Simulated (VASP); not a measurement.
# CaO (Fm-3m) in VASP: vibrations by perturbation theory with LDA

Aim: the vibrations by perturbation theory of CaO with LDA.

Everything below comes from runs of VASP 6.6.1. Logs are shortened: lines on timing, memory, paths and dates and some standing lists are left out, and cuts for length are marked.

### 1 The cell of the first run

Symmetry: Fm-3m, No. 225, cubic system. Conventional cell: a = 4.707 Å, b = 4.707 Å, c = 4.707 Å, α = 90.00°, β = 90.00°, γ = 90.00°. Within 3.1 Å of Ca (site symmetry m-3m) lie 6 O at 2.35 Å. Within 3.1 Å of O (site symmetry m-3m) lie 6 Ca at 2.35 Å.

### 2 Vibrations by perturbation theory, LDA

Input file INCAR:

```
SYSTEM = CaO
PREC = Accurate
ENCUT = 520
EDIFF = 1E-8
ISMEAR = 0
SIGMA = 0.01
LREAL = .FALSE.
LASPH = .TRUE.
NELM = 60
ALGO = Normal
ISIF = 2
LWAVE = .FALSE.
LCHARG = .FALSE.
GGA = CA
NBANDS = 15
IBRION = 8
NSW = 1
LEPSILON = .TRUE.
```

Input file KPOINTS:

```
Automatic mesh
0
G
  8 8 8
  0 0 0
```

Input file POSCAR:

```
CaO
1.0
    0.0000000000      2.3537266366      2.3537266366
    2.3537266366      0.0000000000      2.3537266366
    2.3537266366      2.3537266366      0.0000000000
Ca O
1 1
Direct
    0.0000000000      0.0000000000      0.0000000000
    0.5000000000      0.5000000000      0.5000000000
```

Potentials or basis: VASP PAW LDA potentials, release 64 (Ca_sv, O).

Command:

```bash
> cat potpaw_LDA.64/Ca_sv/POTCAR potpaw_LDA.64/O/POTCAR > POTCAR
> mpirun -np 1 vasp_std > vasp.out
```

OUTCAR:

```text
SYSTEM = CaO
   PREC = Accurate
   ENCUT = 520
   EDIFF = 1E-8
   ISMEAR = 0
   LREAL = .FALSE.
   LASPH = .TRUE.
   NELM = 60
   ISIF = 2
   GGA = CA
   IBRION = 8
   NSW = 1
   LEPSILON = .TRUE.

 ion  position               nearest neighbor table
   1  0.000  0.000  0.000-   2 2.35   2 2.35   2 2.35   2 2.35   2 2.35   2 2.35
   2  0.500  0.500  0.500-   1 2.35   1 2.35   1 2.35   1 2.35   1 2.35   1 2.35

  LATTYP: Found a face centered cubic cell.
 ALAT       =     4.7074532732

  Lattice vectors:

 A1 = (   0.0000000000,   2.3537266366,   2.3537266366)
 A2 = (   2.3537266366,   0.0000000000,   2.3537266366)
 A3 = (   2.3537266366,   2.3537266366,   0.0000000000)

Analysis of symmetry for initial positions (statically):
=====================================================================
 Subroutine PRICEL returns:
 Original cell was already a primitive cell.

 Routine SETGRP: Setting up the symmetry group for a
 face centered cubic supercell.

 Subroutine GETGRP returns: Found 48 space group operations
 (whereof 48 operations were pure point group operations)
 out of a pool of 48 trial point group operations.

The static configuration has the point symmetry O_h .

Analysis of symmetry for dynamics (positions and initial velocities):
=====================================================================
 Subroutine PRICEL returns:
 Original cell was already a primitive cell.

 Routine SETGRP: Setting up the symmetry group for a
 face centered cubic supercell.

 Subroutine GETGRP returns: Found 48 space group operations
 (whereof 48 operations were pure point group operations)
 out of a pool of 48 trial point group operations.

The dynamic configuration has the point symmetry O_h .

 Subroutine INISYM returns: Found 48 space group operations
 (whereof 48 operations are pure point group operations),
 and found     1 'primitive' translations

----------------------------------------------------------------------------------------

                                     Primitive cell

  volume of cell :      26.0794

  direct lattice vectors                    reciprocal lattice vectors
     0.000000000  2.353726637  2.353726637    -0.212429087  0.212429087  0.212429087
     2.353726637  0.000000000  2.353726637     0.212429087 -0.212429087  0.212429087
     2.353726637  2.353726637  0.000000000     0.212429087  0.212429087 -0.212429087

  length of vectors
     3.328672132  3.328672132  3.328672132     0.367937971  0.367937971  0.367937971

  position of ions in fractional coordinates (direct lattice)
     0.000000000  0.000000000  0.000000000
     0.500000000  0.500000000  0.500000000

  ion indices of the primitive-cell ions
   primitive index   ion index
                 1           1
                 2           2

----------------------------------------------------------------------------------------

 KPOINTS: Automatic mesh

Automatic generation of k-mesh.
 Grid dimensions read from file:
 generate k-points for:    8    8    8

 Generating k-lattice:

  Cartesian coordinates                     Fractional coordinates (reciprocal lattice)
    -0.026553636  0.026553636  0.026553636     0.125000000  0.000000000  0.000000000
     0.026553636 -0.026553636  0.026553636     0.000000000  0.125000000  0.000000000
     0.026553636  0.026553636 -0.026553636     0.000000000  0.000000000  0.125000000

  Length of vectors
     0.045992246  0.045992246  0.045992246

  Shift w.r.t. Gamma in fractional coordinates (k-lattice)
     0.000000000  0.000000000  0.000000000

 Subroutine IBZKPT returns following result:
[... 542 lines left out ...]
 -----------------------------------------------------------------------------
  energy-cutoff  :      520.00
  volume of cell :       26.08
      direct lattice vectors                 reciprocal lattice vectors
     0.000000000  2.353726637  2.353726637    -0.212429087  0.212429087  0.212429087
     2.353726637  0.000000000  2.353726637     0.212429087 -0.212429087  0.212429087
     2.353726637  2.353726637  0.000000000     0.212429087  0.212429087 -0.212429087

 POSITION                                       TOTAL-FORCE (eV/Angst)
 -----------------------------------------------------------------------------------
      0.00000      0.00000      0.00000         0.000000     -0.000000     -0.000000
      2.35373      2.35373      2.35373        -0.000000      0.000000      0.000000
 -----------------------------------------------------------------------------------
    total drift:                                0.000000      0.000000      0.000000

  FREE ENERGIE OF THE ION-ELECTRON SYSTEM (eV)
  ---------------------------------------------------
  free  energy   TOTEN  =       -14.2202983527 eV

  energy  without entropy=      -14.2202983527  energy(sigma->0) =      -14.22029835

 HEAD OF MICROSCOPIC STATIC DIELECTRIC TENSOR (INDEPENDENT PARTICLE, excluding Hartree and local field effects)
 ------------------------------------------------------
           4.090001    -0.000000    -0.000000
          -0.000000     4.090001     0.000000
           0.000000     0.000000     4.090001
 ------------------------------------------------------

 Free energy of the ion-electron system (eV)
  ---------------------------------------------------
  ---------------------------------------------------
  free energy    TOTEN  =        -0.22077493 eV

  energy without entropy =       -0.22077493

------------------------ aborting loop because EDIFF is reached ----------------------------------------

--------------------------------------- Ionic step        2  -------------------------------------------

------------------------ aborting loop because EDIFF is reached ----------------------------------------

--------------------------------------- Ionic step        3  -------------------------------------------

------------------------ aborting loop because EDIFF is reached ----------------------------------------

 PIEZOELECTRIC TENSOR FIELD DIRECTION 3  (e Angst)
 -----------------------------------------------------------------------------
    -0.00000  0.00000  0.00000           ( -0.00001  0.00000  0.00000)
     0.00000 -0.00000 -0.00000           (  0.00000 -0.00001  0.00000)
     0.00000  0.00000 -0.00077           (  0.00000  0.00000 -0.00000)

 PIEZOELECTRIC TENSOR FIELD DIRECTION 3  (C/m^2)
 -----------------------------------------------------------------------------
    -0.00000  0.00000  0.00000
     0.00000 -0.00000 -0.00000
     0.00000  0.00000 -0.00047

--------------------------------------- Ionic step        4  -------------------------------------------

------------------------ aborting loop because EDIFF is reached ----------------------------------------

[... ionic steps 5 to 6 ...]

--------------------------------------- Ionic step        7  -------------------------------------------

 Free energy of the ion-electron system (eV)
  ---------------------------------------------------
  ---------------------------------------------------
  free energy    TOTEN  =        -0.35691013 eV

  energy without entropy =       -0.35691013

------------------------ aborting loop because EDIFF is reached ----------------------------------------

 INTERNAL STRAIN TENSOR  FOR ION    2  DIRECTION 1   (eV/Angst):
 -----------------------------------------------------------------------------
     0.01985  0.00000  0.00000
    -0.00000 -0.01119  0.00000
     0.00000  0.00000 -0.01119

 MACROSCOPIC STATIC DIELECTRIC TENSOR (including local field effects in DFT)
 ------------------------------------------------------
           3.886091     0.000000    -0.000000
          -0.000000     3.886091     0.000000
          -0.000000     0.000000     3.886091
 ------------------------------------------------------

 PIEZOELECTRIC TENSOR (including local field effects)  for field in x, y, z        (e  Angst)
          XX          YY          ZZ          XY          YZ          ZX
  --------------------------------------------------------------------------------
  x     0.00000     0.00000     0.00000     0.00000     0.00000     0.00000
  y     0.00000     0.00000     0.00000     0.00000     0.00000     0.00000
  z     0.00000     0.00000     0.00000     0.00000     0.00000     0.00000

 PIEZOELECTRIC TENSOR (including local field effects)  for field in x, y, z        (C/m^2)
          XX          YY          ZZ          XY          YZ          ZX
  --------------------------------------------------------------------------------
  x     0.00000     0.00000     0.00000     0.00000     0.00000     0.00000
  y     0.00000     0.00000     0.00000     0.00000     0.00000     0.00000
  z     0.00000     0.00000     0.00000     0.00000     0.00000     0.00000

 BORN EFFECTIVE CHARGES (including local field effects) (in |e|, cummulative output)
 ---------------------------------------------------------------------------------
 ion    1
    1     2.37844    -0.00000     0.00000
    2     0.00000     2.37844    -0.00000
    3    -0.00000    -0.00000     2.37844
 ion    2
    1    -2.37844     0.00000    -0.00000
    2    -0.00000    -2.37844     0.00000
    3     0.00000     0.00000    -2.37844

 INTERNAL STRAIN TENSOR FOR ION    2 for displacements in x,y,z  (eV/Angst):
          X           Y           Z          XY          YZ          ZX
  --------------------------------------------------------------------------------
  x     0.00000     0.00000     0.00000     0.00000     0.00000     0.00000
  y     0.00000     0.00000     0.00000     0.00000     0.00000     0.00000
  z     0.00000     0.00000     0.00000     0.00000     0.00000     0.00000

 SECOND DERIVATIVES (NOT SYMMETRIZED)
 ------------------------------------
               1X          1Y          1Z          2X          2Y          2Z
  1X    -3.751177    0.000000    0.000000    3.751177    0.000000    0.000000
  1Y     0.000000   -3.751177    0.000000    0.000000    3.751177    0.000000
  1Z     0.000000    0.000000   -3.751177    0.000000    0.000000    3.751177
  2X     3.761840    0.000000    0.000000   -3.761840    0.000000    0.000000
  2Y     0.000000    3.761840    0.000000    0.000000   -3.761840    0.000000
  2Z     0.000000    0.000000    3.761840    0.000000    0.000000   -3.761840

 Eigenvectors and eigenvalues of the dynamical matrix
 ----------------------------------------------------

   1 f  =    8.963106 THz    56.316857 2PiTHz  298.977041 cm-1    37.068412 meV
             X         Y         Z           dx          dy          dz
      0.000000  0.000000  0.000000    -0.533609    0.000000    0.000000
      2.353727  2.353727  2.353727     0.845731    0.000000    0.000000
[... 21 lines left out ...]
   6 f/i=    0.005741 THz     0.036073 2PiTHz    0.191508 cm-1     0.023744 meV
             X         Y         Z           dx          dy          dz
      0.000000  0.000000  0.000000    -0.845731    0.000000    0.000000
      2.353727  2.353727  2.353727    -0.533609    0.000000    0.000000

--------------------------------------------------------------------------------------------------------

 MACROSCOPIC STATIC DIELECTRIC TENSOR IONIC CONTRIBUTION
 ------------------------------------------------------
          10.448782     0.000000    -0.000000
           0.000000    10.448782    -0.000000
          -0.000000    -0.000000    10.448782
 ------------------------------------------------------

 ELASTIC MODULI CONTR FROM IONIC RELAXATION (kBar)
 Direction    XX          YY          ZZ          XY          YZ          ZX
 --------------------------------------------------------------------------------
 XX           0.0000      0.0000      0.0000      0.0000      0.0000      0.0000
 YY           0.0000      0.0000      0.0000      0.0000      0.0000      0.0000
 ZZ           0.0000      0.0000      0.0000      0.0000      0.0000      0.0000
 XY           0.0000      0.0000      0.0000      0.0000      0.0000      0.0000
 YZ           0.0000      0.0000      0.0000      0.0000      0.0000      0.0000
 ZX           0.0000      0.0000      0.0000      0.0000      0.0000      0.0000
 --------------------------------------------------------------------------------

 PIEZOELECTRIC TENSOR IONIC CONTR  for field in x, y, z        (C/m^2)
          XX          YY          ZZ          XY          YZ          ZX
  --------------------------------------------------------------------------------
  x     0.00000     0.00000     0.00000     0.00000     0.00000     0.00000
  y     0.00000     0.00000     0.00000     0.00000     0.00000     0.00000
  z     0.00000     0.00000     0.00000     0.00000     0.00000     0.00000
```

It took 13 min on 1 thread of AMD EPYC 7R13, shared host; peak memory 0.18 GiB.

What came out:

```yaml
Electronic_dielectric_tensor_diagonal: 3.89
Born_charges_mean_of_the_diagonal: Ca +2.38; O -2.38 e
Highest_phonon_frequency_at_Γ_LO-TO_splitting_left_out: 299 cm⁻¹
```

Phonon frequencies in cm⁻¹ (negative: imaginary):
```csv
q point,frequencies
"(0.000, 0.000, 0.000)",0 0 0 299 299 299
```

Electronic dielectric tensor:
```
3.89 0.00 0.00
0.00 3.89 0.00
0.00 0.00 3.89
```

Born effective charge tensors (e):
atom 1, Ca
```
2.38 0.00 0.00
0.00 2.38 0.00
0.00 0.00 2.38
```
atom 2, O
```
-2.38  0.00  0.00
 0.00 -2.38  0.00
 0.00  0.00 -2.38
```

Caveat: the cell stands under pressure or tension, which shifts response properties.
